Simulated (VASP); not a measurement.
A run of VASP 6.6.1 is set up as follows.

Contents of INCAR:

```
  PREC = Accurate
  ENCUT = 500
  EDIFF = 1E-6
  ISMEAR = 0
  SIGMA = 0.15
  LREAL = False
  LASPH = True
  NELM = 120
  ALGO = Normal
  ISIF = 2
  LWAVE = False
  LCHARG = True
  GGA = PE
  LELF = True
  LVHAR = True
  NBANDS = 39
  GGA_COMPAT = False
```

The input KPOINTS:

```
regular mesh
0
Gamma
  3 2 2
```

Contents of POSCAR:

```
Tl3ICl2
1.0
    4.4995784323      0.0000000000      0.0000000000
    0.0000000000      6.0828394019      4.5176137784
    0.0000000000     -6.0828394019      4.5176137784
Tl I Cl
3 1 2
Direct
    0.0000000000      0.6332654103      0.1514377234
    0.0000000000      0.1514377234      0.6332654103
    0.0000000000      0.1367227348      0.1367227348
    0.0000000000      0.7789261449      0.7789261449
    0.5000000000      0.9286349170      0.3099432596
    0.5000000000      0.3099432596      0.9286349170
```

Potentials or basis: VASP PAW PBE potentials, release 64 (Tl_d, I, Cl).

Launch:

```console
$ cat potpaw_PBE.64/Tl_d/POTCAR potpaw_PBE.64/I/POTCAR potpaw_PBE.64/Cl/POTCAR > POTCAR
$ mpirun -np 1 vasp_std > vasp.out
```

(1) What does it give for the pressure?

(2) What does it give for the largest force?

Answers

(1) 0.0 GPa.

(2) 0.063 eV/Å.

Caveat: the k points lie up to 0.47 Å⁻¹ apart.
